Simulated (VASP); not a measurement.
Input of a VASP 6.6.1 run:

The input INCAR:

```
PREC = Accurate
ENCUT = 910
EDIFF = 1E-6
ISMEAR = 0
SIGMA = 0.1
LREAL = F
LASPH = T
NELM = 120
ALGO = Normal
ISIF = 2
LWAVE = F
LCHARG = T
GGA = CA
LELF = T
LVHAR = T
NBANDS = 11
GGA_COMPAT = F
```

File KPOINTS:

```
Automatic mesh
0
Gamma
  10 10 10
```

File POSCAR:

```
C
1.0
    0.0000000000      1.7654839623      1.7654839623
    1.7654839623      0.0000000000      1.7654839623
    1.7654839623      1.7654839623      0.0000000000
C
2
Direct
    0.5000000000      0.5000000000      0.5000000000
    0.7500000000      0.7500000000      0.7500000000
```

Potentials or basis: VASP PAW LDA potentials, release 64 (C_h).

Launch:

```sh
$ cat potpaw_LDA.64/C_h/POTCAR > POTCAR
$ mpirun -np 1 vasp_std > vasp.out
```

(1) Predict the pressure.

(2) What does it give for the band gap on the k mesh?

Results:

(1) 1.0 GPa.

(2) 4.21 eV, indirect (least direct gap 5.63 eV).

Caveat: the cutoff is under 1.25 times the usual one of these potentials, so pressure, stress and relaxed cells hold a basis-set (Pulay) error.
